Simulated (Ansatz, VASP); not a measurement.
# Sn in VASP and in Ansatz

```xyz
2
Lattice="0.0000 3.3279 3.3279 3.3279 0.0000 3.3279 3.3279 3.3279 0.0000" Properties=species:S:1:pos:R:3 pbc="T T T"
Sn    0.0000    0.0000    0.0000
Sn    1.6639    1.6639    1.6639
```

Alike in both runs: task electric field gradients; functional PBE; k mesh 9 × 9 × 9; occupations fermi-dirac, width 0.05 eV; no spin polarisation.

|  | VASP | Ansatz |
| --- | --- | --- |
| version | VASP 6.6.1 | Ansatz 0.2.0 |
| potentials or method | VASP PAW PBE potentials, release 64 (Sn_d) | PAW with Ansatz's default frozen-core files, scalar-relativistic |
| plane-wave cutoff (eV) | 520 | 420 |
| valence electrons in the cell | 28 | 28 |

|  | VASP | Ansatz | Ansatz less VASP |
| --- | --- | --- | --- |
| pressure (GPa) | 0.0 | 0.0 | +0.05 |

The functional is the same, so the differences come from potentials, cutoffs and numerics.
